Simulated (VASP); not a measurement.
Write the native input for VASP 6.6.1 that does the following.

- Task: single point
- Functional: LDA
- Potentials or basis: VASP PAW LDA potentials, release 64 (Sc_sv, C)
- Cutoff: 520 eV
- k mesh: 8 × 8 × 4
- Occupations: fermi-dirac, width 0.05 eV
- Spin: no spin polarisation
- Dipole correction: no
- Further INCAR settings: ALGO = Normal; EDIFF = 1e-06; NBANDS = 20

The structure of Sc2C lies in POSCAR:

```
Sc2C
1.0
    3.2626164172      0.0000002826      0.0000000000
   -1.6313084533      2.8255085588      0.0000000000
    0.0000000000      0.0000000000      5.5308286973
Sc C
2 1
Direct
    0.6666666667      0.3333333333      0.7183438411
    0.3333333333      0.6666666667      0.2816561589
    0.0000000000      0.0000000000      0.5000000000
```

These files were run (other wordings do the same):

INCAR

```
SYSTEM = Sc2C
  PREC = Accurate
  ENCUT = 520
  EDIFF = 1E-6
  ISMEAR = -1
  SIGMA = 0.05
  LREAL = .False.
  LASPH = .True.
  NELM = 80
  ALGO = Normal
  ISIF = 2
  LWAVE = .False.
  LCHARG = .False.
  NBANDS = 20
```

KPOINTS

```
regular mesh
0
Gamma
  8 8 4
  0 0 0
```

Potentials or basis: VASP PAW LDA potentials, release 64 (Sc_sv, C).

The run is started by

```sh
$ cat potpaw_LDA.64/Sc_sv/POTCAR potpaw_LDA.64/C/POTCAR > POTCAR
$ mpirun -np 1 vasp_std > vasp.out
```

Results of the run:

```
Pressure               : 0.4 GPa
Largest force          : 0.069 eV/Å
Band gap on the k mesh : zero (bands 13 and 14 overlap by 0.44 eV)
```

Run time: 40 s on 1 thread of Intel(R) Xeon(R) Platinum 8259CL CPU @ 2.50GHz (Skylake/Cascade Lake) (shared host), peak memory 0.16 GiB.
